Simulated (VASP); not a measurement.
# LiBr (Fm-3m) in VASP: single point with PBE

Aim: the single point of LiBr with PBE.

Program: VASP 6.6.1. These are calculated values, not measurements. Logs are shortened: lines on timing, memory, paths and dates and some standing lists are left out, and cuts for length are marked.

### Step 1. The cell of the first run

Symmetry: Fm-3m, No. 225, cubic system. The conventional cell has a = 5.511 Å, b = 5.511 Å, c = 5.511 Å, α = 90.00°, β = 90.00°, γ = 90.00°. Within 3.6 Å of Li (site symmetry m-3m) lie 6 Br at 2.76 Å. Br (site symmetry m-3m) has 6 Li at 2.76 Å within 3.6 Å.

### Step 2. Single point, PBE

The input, POSCAR:

```
LiBr
1.0
    0.0000000000      2.7554779959      2.7554779959
    2.7554779959      0.0000000000      2.7554779959
    2.7554779959      2.7554779959      0.0000000000
Li Br
1 1
Direct
    0.0000000000      0.0000000000      0.0000000000
    0.5000000000      0.5000000000      0.5000000000
```

The input, INCAR.step1:

```
SYSTEM = LiBr
PREC     = Accurate       ! precision mode
ENCUT    = 650            ! plane-wave cutoff, eV
EDIFF    = 1E-6           ! SCF threshold, eV
ISMEAR   = 0              ! smearing method
SIGMA    = 0.05           ! smearing width, eV
LREAL    = .FALSE.        ! projectors in reciprocal space
LASPH    = .TRUE.         ! aspherical terms in the spheres
NELM     = 120            ! most SCF steps
ALGO     = Normal         ! electronic algorithm
ISIF     = 2              ! what is computed and relaxed
LWAVE    = .FALSE.        ! write WAVECAR
LCHARG   = .TRUE.         ! write CHGCAR
GGA      = PE             ! functional
NBANDS   = 12             ! bands
GGA_COMPAT= .FALSE.      
NEDOS    = 2001           ! points of the DOS
LORBIT   = 11             ! projections on sites
```

The input, KPOINTS.step1:

```
regular mesh
0
G
  10 10 10
  0 0 0
```

The input, INCAR.step2:

```
SYSTEM = LiBr
PREC     = Accurate       ! precision mode
ENCUT    = 650            ! plane-wave cutoff, eV
EDIFF    = 1E-6           ! SCF threshold, eV
ISMEAR   = -5             ! smearing method
SIGMA    = 0.05           ! smearing width, eV
LREAL    = .FALSE.        ! projectors in reciprocal space
LASPH    = .TRUE.         ! aspherical terms in the spheres
NELM     = 120            ! most SCF steps
ALGO     = Normal         ! electronic algorithm
ISIF     = 2              ! what is computed and relaxed
LWAVE    = .FALSE.        ! write WAVECAR
LCHARG   = .FALSE.        ! write CHGCAR
GGA      = PE             ! functional
LORBIT   = 11             ! projections on sites
NEDOS    = 1001           ! points of the DOS
ICHARG   = 11             ! starting density
GGA_COMPAT= .FALSE.
```

The input, KPOINTS.step2:

```
regular mesh
0
G
  15 15 15
  0 0 0
```

Potentials or basis: VASP PAW PBE potentials, release 64 (Li_sv, Br).

Run with:

```sh
> cat potpaw_PBE.64/Li_sv/POTCAR potpaw_PBE.64/Br/POTCAR > POTCAR
> cp INCAR.step1 INCAR
> cp KPOINTS.step1 KPOINTS
> mpirun -np 1 vasp_std > vasp.out
> cp INCAR.step2 INCAR
> cp KPOINTS.step2 KPOINTS
> mpirun -np 1 vasp_std > vasp.out
```

OUTCAR:

```text
SYSTEM = LiBr
   PREC = Accurate
   ENCUT = 650
   EDIFF = 1E-6
   ISMEAR = -5
   LREAL = .FALSE.
   LASPH = .TRUE.
   NELM = 120
   ISIF = 2
   GGA = PE
   LORBIT = 11
   ICHARG = 11

 ion  position               nearest neighbor table
   1  0.000  0.000  0.000-
   2  0.500  0.500  0.500-

  LATTYP: Found a face centered cubic cell.
 ALAT       =     5.5109559918

  Lattice vectors:

 A1 = (   0.0000000000,   2.7554779959,   2.7554779959)
 A2 = (   2.7554779959,   0.0000000000,   2.7554779959)
 A3 = (   2.7554779959,   2.7554779959,   0.0000000000)

Analysis of symmetry for initial positions (statically):
=====================================================================
 Subroutine PRICEL returns:
 Original cell was already a primitive cell.

 Routine SETGRP: Setting up the symmetry group for a
 face centered cubic supercell.

 Subroutine GETGRP returns: Found 48 space group operations
 (whereof 48 operations were pure point group operations)
 out of a pool of 48 trial point group operations.

The static configuration has the point symmetry O_h .

Analysis of symmetry for dynamics (positions and initial velocities):
=====================================================================
 Subroutine PRICEL returns:
 Original cell was already a primitive cell.

 Routine SETGRP: Setting up the symmetry group for a
 face centered cubic supercell.

 Subroutine GETGRP returns: Found 48 space group operations
 (whereof 48 operations were pure point group operations)
 out of a pool of 48 trial point group operations.

The dynamic configuration has the point symmetry O_h .

 Subroutine INISYM returns: Found 48 space group operations
 (whereof 48 operations are pure point group operations),
 and found     1 'primitive' translations

----------------------------------------------------------------------------------------

                                     Primitive cell

  volume of cell :      41.8428

  direct lattice vectors                    reciprocal lattice vectors
     0.000000000  2.755477996  2.755477996    -0.181456720  0.181456720  0.181456720
     2.755477996  0.000000000  2.755477996     0.181456720 -0.181456720  0.181456720
     2.755477996  2.755477996  0.000000000     0.181456720  0.181456720 -0.181456720

  length of vectors
     3.896834353  3.896834353  3.896834353     0.314292259  0.314292259  0.314292259

  position of ions in fractional coordinates (direct lattice)
     0.000000000  0.000000000  0.000000000
     0.500000000  0.500000000  0.500000000

  ion indices of the primitive-cell ions
   primitive index   ion index
                 1           1
                 2           2

----------------------------------------------------------------------------------------

 KPOINTS: regular mesh

Automatic generation of k-mesh.
 Grid dimensions read from file:
 generate k-points for:   15   15   15

 Generating k-lattice:

  Cartesian coordinates                     Fractional coordinates (reciprocal lattice)
    -0.012097115  0.012097115  0.012097115     0.066666667  0.000000000  0.000000000
     0.012097115 -0.012097115  0.012097115     0.000000000  0.066666667  0.000000000
     0.012097115  0.012097115 -0.012097115     0.000000000  0.000000000  0.066666667

  Length of vectors
     0.020952817  0.020952817  0.020952817

  Shift w.r.t. Gamma in fractional coordinates (k-lattice)
     0.000000000  0.000000000  0.000000000

 TETIRR: Found    484 inequivalent tetrahedra from    20250

 Subroutine IBZKPT returns following result:
 ===========================================

 Found    120 irreducible k-points:

 Following reciprocal coordinates:
            Coordinates               Weight
  0.000000  0.000000  0.000000      1.000000
  0.066667  0.000000  0.000000      8.000000
  0.133333  0.000000  0.000000      8.000000
  0.200000  0.000000  0.000000      8.000000
  0.266667  0.000000  0.000000      8.000000
  0.333333  0.000000  0.000000      8.000000
[... 16 lines left out ...]
  0.133333  0.133333  0.000000      6.000000
  0.200000  0.133333  0.000000     24.000000
 [... further k-points ...]
   k-points           NKPTS =    120   k-points in BZ     NKDIM =    120   number of bands    NBANDS=      9
   number of dos      NEDOS =   1001   number of ions     NIONS =      2
   total plane-waves  NPLWV =  32768
   dimension x,y,z NGX =    32 NGY =   32 NGZ =   32
   dimension x,y,z NGXF=    64 NGYF=   64 NGZF=   64
   ions per type =               1   1
   NGX,Y,Z   is equivalent  to a cutoff of  13.65, 13.65, 13.65 a.u.
   NGXF,Y,Z  is equivalent  to a cutoff of  27.30, 27.30, 27.30 a.u.
 SYSTEM =  LiBr
   PREC   = accura    normal or accurate (medium, high low for compatibility)
   ISTART =      0    job   : 0-new  1-cont  2-samecut
   ICHARG =     11    charge: 1-file 2-atom 10-const
   ISPIN  =      1    spin polarized calculation?
   LNONCOLLINEAR =      F non collinear calculations
   LSORBIT =      F    spin-orbit coupling
   LASPH  =      T    aspherical Exc in radial PAW
   ENCUT  =  650.0 eV  47.77 Ry    6.91 a.u.   8.10  8.10  8.10*2*pi/ulx,y,z
   NELM   =    120;   NELMIN=  2; NELMDL=  0     # of ELM steps
   EDIFF  = 0.1E-05   stopping-criterion for ELM
   LREAL  =      F    real-space projection
   EDIFFG = 0.1E-04   stopping-criterion for IOM
   NSW    =      0    number of steps for IOM
   IBRION =     -1    ionic relax: 0-MD 1-quasi-New 2-CG
   NFREE  =      0    steps in history (QN), initial steepest desc. (CG)
   ISIF   =      2    stress and relaxation
   ISYM   =      2    0-nonsym 1-usesym 2-fastsym
   POTIM  = 0.5000    time-step for ionic-motion
   TEBEG  =    0.0;   TEEND  =   0.0 temperature during run
   PSTRESS=    0.0 pullay stress
   NELECT =      10.0000    total number of electrons
   NUPDOWN=      -1.0000    fix difference up-down
   EMIN   =  10.00;   EMAX   =-10.00  energy-range for DOS
   EFERMI =   0.00;   METHOD = LEGACY
   ISMEAR =    -5;   SIGMA  =   0.05  broadening in eV -4-tet -1-fermi 0-gaus
   EFERMI_NEDOS =   21; number of points for ismear=-14 and -15
   IALGO  =     38    algorithm
   IMIX   =      4    mixing-type and parameters
     AMIX     =   0.40;   BMIX     =  1.00
     AMIX_MAG =   1.60;   BMIX_MAG =  1.00
  volume/ion in A,a.u.               =      20.92       141.18
  Fermi-wavevector in a.u.,A,eV,Ry     =   1.015940  1.919847 14.043025  1.032133
  Thomas-Fermi vector in A             =   2.149254
   LORBIT       =     11    0 simple, 1 ext, 2 COOP (PROOUT), +10 PAW based schemes
   GGA     = PE    functional components
   LHFCALC =     F    Hartree Fock is set to
   AEXX    =    0.0000 exact exchange contribution
   IVDW    =     0    specifies the selected vdW correction
   LEPSILON=     F    determine dielectric tensor
   LRPA    =     F    only Hartree local field effects (RPA)
 non-spin polarized calculation
 Fermi weights with tetrahedron method with Bloechl corrections
  energy-cutoff  :      650.00
  volume of cell :       41.84
 maximum number of plane-waves:      1596

 number of electron      10.0000007 magnetization

 Free energy of the ion-electron system (eV)
  ---------------------------------------------------
  ext. energy  EPLUGINS =         0.00000000
  ---------------------------------------------------
  free energy    TOTEN  =        -6.64302094 eV

  energy without entropy =       -6.64302094  energy(sigma->0) =       -6.64302094

 E-fermi :   0.3094     XC(G=0):  -8.4037

 val. band max:        0.2795927762   @ k =  -0.0667   0.0667   0.0000
 cond. band min:       5.1973976886   @ k =   0.0000   0.0000   0.0000
 fundamental gap:      4.9178049124
 Fermi energy:         0.3093717021

 k-point     1 :       0.0000    0.0000    0.0000
  band No.  band energies     occupation
      1     -44.1352      2.00000
      2     -13.1391      2.00000
      3       0.2746      2.00000
      4       0.2746      2.00000
      5       0.2746      2.00000
      6       5.1974      0.00000
      7      10.7706      0.00000
      8      10.7706      0.00000
      9      10.7706      0.00000

 k-point     2 :       0.0667    0.0000    0.0000
  band No.  band energies     occupation
      1     -44.1350      2.00000
      2     -13.1208      2.00000
      3       0.0904      2.00000
      4       0.2621      2.00000
      5       0.2621      2.00000
      6       5.3740      0.00000
      7      10.4560      0.00000
      8      10.7858      0.00000
      9      10.7858      0.00000

 k-point     3 :       0.1333    0.0000    0.0000
  band No.  band energies     occupation
      1     -44.1349      2.00000
      2     -13.0684      2.00000
      3      -0.3716      2.00000
      4       0.2275      2.00000
      5       0.2275      2.00000
      6       5.7752      0.00000
      7       9.9791      0.00000
      8      10.5225      0.00000
      9      10.5225      0.00000

 k-point     4 :       0.2000    0.0000    0.0000
  band No.  band energies     occupation
      1     -44.1347      2.00000
      2     -12.9890      2.00000
      3      -0.9497      2.00000
      4       0.1783      2.00000
      5       0.1783      2.00000
      6       6.1283      0.00000
      7       9.8042      0.00000
      8       9.9094      0.00000
      9       9.9094      0.00000
[... 205 lines left out ...]
 k-point    22 :      -0.0667    0.0667    0.0000
  band No.  band energies     occupation
      1     -44.1350      2.00000
      2     -13.0911      2.00000
      3      -0.1394      2.00000
      4       0.1569      2.00000
      5       0.2796      2.00000
      6       5.6340      0.00000
      7      10.1220      0.00000
      8      10.6254      0.00000
      9      10.9374      0.00000

 k-point    23 :       0.1333    0.1333    0.0000
  band No.  band energies     occupation
      1     -44.1349      2.00000
      2     -13.0442      2.00000
      3      -0.3187      2.00000
      4       0.0602      2.00000
      5       0.0602      2.00000
      6       6.0899      0.00000
      7       9.7127      0.00000
      8       9.9177      0.00000
      9      10.8374      0.00000

 k-point    24 :       0.2000    0.1333    0.0000
  band No.  band energies     occupation
      1     -44.1347      2.00000
      2     -12.9843      2.00000
      3      -0.7110      2.00000
      4      -0.0355      2.00000
      5       0.0031      2.00000
      6       6.5225      0.00000
      7       9.3349      0.00000
      8       9.3492      0.00000
      9      10.7685      0.00000

 [... further k-points ...]

------------------------ aborting loop because EDIFF is reached ----------------------------------------

  FORCE on cell =-STRESS in cart. coord.  units (eV):
  Direction    XX          YY          ZZ          XY          YZ          ZX
  --------------------------------------------------------------------------------------
  -------------------------------------------------------------------------------------
  Total       -0.0220650     -0.0220650     -0.0220650     -0.0000000      0.0000000      0.0000000
  in kB       -0.8448759     -0.8448759     -0.8448759     -0.0000000      0.0000000      0.0000000
  external PRESSURE =      -0.8448759 kB  Pullay stress =       0.0000000 kB

 VOLUME and BASIS-vectors are now :
 -----------------------------------------------------------------------------
  energy-cutoff  :      650.00
  volume of cell :       41.84
      direct lattice vectors                 reciprocal lattice vectors
     0.000000000  2.755477996  2.755477996    -0.181456720  0.181456720  0.181456720
     2.755477996  0.000000000  2.755477996     0.181456720 -0.181456720  0.181456720
     2.755477996  2.755477996  0.000000000     0.181456720  0.181456720 -0.181456720

 POSITION                                       TOTAL-FORCE (eV/Angst)
 -----------------------------------------------------------------------------------
      0.00000      0.00000      0.00000        -0.000000     -0.000000     -0.000000
      2.75548      2.75548      2.75548         0.000000      0.000000      0.000000
 -----------------------------------------------------------------------------------
    total drift:                                0.000000     -0.000000      0.000000

  FREE ENERGIE OF THE ION-ELECTRON SYSTEM (eV)
  ---------------------------------------------------
  free  energy   TOTEN  =        -6.6430209423 eV

  energy  without entropy=       -6.6430209423  energy(sigma->0) =       -6.64302094

 total charge

# of ion       s       p       d       tot
------------------------------------------
    1        2.005   0.031   0.000   2.036
    2        1.602   3.309   0.005   4.915
--------------------------------------------------
tot          3.607   3.340   0.005   6.952
```

Run time: 61 s. Hardware: 1 thread of Intel Xeon 8259CL, shared host; peak memory 0.21 GiB.

Results:

- Valence electrons inside the program's atomic spheres: Li 2.04; Br 4.92
